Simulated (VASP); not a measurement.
Wanted: the native input for a VASP 6.6.1 run.

```yaml
Task: single point
Functional: revPBE
Potentials_or_basis: VASP PAW PBE potentials, release 64 (Sn_d)
Cutoff: 520 eV
k_mesh: 6 × 6 × 4
Occupations: fermi-dirac, width 0.1 eV
Spin: no spin polarisation
Dipole_correction: no
Further_INCAR_settings: ALGO = Normal; EDIFF = 1e-06; NBANDS = 21
```

The structure of Sn lies in POSCAR:

```
Sn
1.0
   -2.9977544528      2.9999753203      1.6154519504
    2.9999753203     -2.9977544528      1.6154519504
    2.9979667903      2.9979667903     -1.6113809792
Sn
2
Direct
    0.0000421259      0.9999578741      0.0000000000
    0.7499578741      0.2500421259      0.5000000000
```

One way to write it, as run:

INCAR

```
SYSTEM = Sn
PREC = Accurate
ENCUT = 520
EDIFF = 1E-6
ISMEAR = -1
SIGMA = 0.1
LREAL = .False.
LASPH = .True.
NELM = 100
ALGO = Normal
ISIF = 2
LWAVE = .False.
LCHARG = .False.
GGA = RE
NBANDS = 21
```

KPOINTS

```
regular mesh
0
Gamma
  6 6 4
  0 0 0
```

Potentials or basis: VASP PAW PBE potentials, release 64 (Sn_d).

Run with:

```console
$ cat potpaw_PBE.64/Sn_d/POTCAR > POTCAR
$ mpirun -np 1 vasp_std > vasp.out
```

Results of the run:

* Pressure: -0.1 GPa
* Largest force: 0.044 eV/Å
* Band gap on the k mesh: zero (band 14 reaches 8.52 eV, above the bottom of band 15 at 5.05 eV)

Caveat: the k points lie up to 0.37 Å⁻¹ apart; the PAW data sets were made with another functional, which shifts forces and pressure a little; spin-orbit coupling is left out, which moves the levels of the heavy elements.

Run time: 32 s on 1 thread of AMD EPYC 9R45 96-Core Processor (Zen 5), with other jobs on the host, peak memory 0.19 GiB.
